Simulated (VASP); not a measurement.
Wanted: the native input for a VASP 6.6.1 run.

| Quantity | Value |
| --- | --- |
| Task | single point |
| Functional | r2SCAN |
| Potentials or basis | VASP PAW PBE potentials, release 64 (Ag) |
| Cutoff | 520 eV |
| k mesh | 18 × 18 × 10 |
| Occupations | gaussian, width 0.15 eV |
| Spin | no spin polarisation |
| Dipole correction | no |
| Further INCAR settings | ALGO = Normal; EDIFF = 1e-06; NBANDS = 18 |

The system is Ag.

```
Ag
1.0
     2.93000    0.00000    0.00000
    -1.46500    2.53745    0.00000
     0.00000    0.00000    4.98160
Ag
2
Cartesian
  0.0000 1.6916 1.2454
  1.4650 0.8458 3.7362
```

This cell differs from its parent crystal: strain +0.000 along x and y, +0.040 along z.

The input as run:

POSCAR

```
Ag
1.0
    2.9299980804      0.0000000000      0.0000000000
   -1.4649990402      2.5374527707      0.0000000000
    0.0000000000      0.0000000000      4.9816000000
Ag
2
Direct
    0.3333333333      0.6666666667      0.2500000000
    0.6666666667      0.3333333333      0.7500000000
```

INCAR.step1

```
SYSTEM = Ag
PREC = Accurate ; ENCUT = 520
ISMEAR = 0 ; SIGMA = 0.15
LREAL = .FALSE. ; LASPH = .TRUE.
NELM = 60 ; NBANDS = 18
GGA = PE ; ALGO = Normal
EDIFF = 1E-4 ; LWAVE = .TRUE.
LCHARG = .FALSE.
```

INCAR.step2

```
SYSTEM = Ag
PREC = Accurate ; ENCUT = 520
EDIFF = 1E-6 ; ISMEAR = 0
SIGMA = 0.15 ; LREAL = .FALSE.
LASPH = .TRUE. ; NELM = 60
ALGO = Normal ; ISIF = 2
LWAVE = .FALSE. ; LCHARG = .TRUE.
METAGGA = R2SCAN ; LMIXTAU = .TRUE.
LELF = .TRUE. ; LVHAR = .TRUE.
NBANDS = 18 ; ISTART = 1
```

KPOINTS

```
Automatic mesh
0
G
  18 18 10
  0 0 0
```

Potentials or basis: VASP PAW PBE potentials, release 64 (Ag).

Launch:

```console
$ cat potpaw_PBE.64/Ag/POTCAR > POTCAR
$ cp INCAR.step1 INCAR
$ mpirun -np 1 vasp_std > vasp.out
$ cp INCAR.step2 INCAR
$ mpirun -np 1 vasp_std > vasp.out
```

Results of the run:

```
Pressure               : -5.4 GPa
Band gap on the k mesh : zero (bands 11 and 12 overlap by 7.87 eV)
```

Caveat: the cell differs from its parent crystal (strain +0.000 along x and y, +0.040 along z); the cell stands under tension; the PAW data sets were made with another functional, which shifts forces and pressure a little.

Wall time 5.6 min on 1 thread of AMD EPYC 7R13 Processor (Zen 3), with other jobs on the host, peak memory 0.23 GiB.
